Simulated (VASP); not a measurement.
A run of VASP 6.6.1 is set up as follows.

The input POSCAR:

```
SiC
1.0
    3.0581653905      0.0000000000      0.0000000000
   -1.5290826953      2.6484489172      0.0000000000
    0.0000000000      0.0000000000      5.0190584191
Si C
2 2
Direct
    0.3333333333      0.6666666667      0.0046022511
    0.6666666667      0.3333333333      0.5046022511
    0.3333333333      0.6666666667      0.3803977489
    0.6666666667      0.3333333333      0.8803977489
```

File INCAR.step1:

```
SYSTEM = SiC
PREC = Accurate ; ENCUT = 520
ISMEAR = 0 ; SIGMA = 0.01
LREAL = .False. ; LASPH = .True.
NELM = 80 ; NBANDS = 16
GGA = PE ; ALGO = Normal
EDIFF = 1E-4 ; LWAVE = .True.
LCHARG = .False.
```

INCAR.step2

```
SYSTEM = SiC
PREC = Accurate ; ENCUT = 520
EDIFF = 1E-6 ; ISMEAR = 0
SIGMA = 0.01 ; LREAL = .False.
LASPH = .True. ; NELM = 80
ALGO = Normal ; ISIF = 2
LWAVE = .False. ; LCHARG = .False.
METAGGA = R2SCAN ; LMIXTAU = .True.
NBANDS = 16 ; ISTART = 1
```

File KPOINTS:

```
Automatic mesh
0
Gamma
  8 8 6
  0 0 0
```

Potentials or basis: VASP PAW PBE potentials, release 64 (Si, C).

Run with:

```sh
$ cat potpaw_PBE.64/Si/POTCAR potpaw_PBE.64/C/POTCAR > POTCAR
$ cp INCAR.step1 INCAR
$ mpirun -np 1 vasp_std > vasp.out
$ cp INCAR.step2 INCAR
$ mpirun -np 1 vasp_std > vasp.out
```

Predict the pressure.

3.8 GPa.

Predict the band gap on the k mesh.

2.90 eV, indirect (least direct gap 4.52 eV).

Caveat: the PAW data sets were made with another functional, which shifts forces and pressure a little. A k mesh can miss the band edges.
